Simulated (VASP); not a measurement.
Runs of VASP 6.6.1 on Ge. The structure is that of space group Fm-3m (No. 225), or close to it. The cells are those of the table. 

```tsv
cell	gap on the mesh (eV)	pressure (GPa)
a = 2.991, b = 2.991, c = 2.923 Å, angles 60.7, 60.7, 58.5°, 1 atom	none	0.8
a = 2.901, b = 2.901, c = 2.923 Å, angles 59.7, 59.7, 60.5°, 1 atom	none	(b)
a = 2.879 Å, angles 60.0°, 1 atom	none	9.0
a = 3.057 Å, angles 60.0°, 1 atom	none	(a)
a = 3.012, b = 3.012, c = 3.057 Å, angles 59.5, 59.5, 61.0°, 1 atom	none	-2.8
a = 3.012, b = 3.012, c = 2.968 Å, angles 60.5, 60.5, 59.0°, 1 atom	none	-1.2
a = 2.945, b = 2.945, c = 2.923 Å, angles 60.3, 60.3, 59.5°, 1 atom	none	3.1
```

Alike in all rows: task single point; level PBE+D3(BJ); potentials or basis VASP PAW PBE potentials, release 64 (Ge_d); no spin polarisation; k mesh 20 × 20 × 20; cutoff (eV) 520; smearing gaussian 0.15 eV.

Q: Fill in the values left out.

A: (a) -2.0; (b) 5.9.

Caveats: pairwise dispersion overbinds metals, which lowers pressure and volume.

A k mesh can miss the band edges, and the runs leave out spin-orbit coupling on Ge.

A gap of «none» marks levels without a gap at the run's occupations.
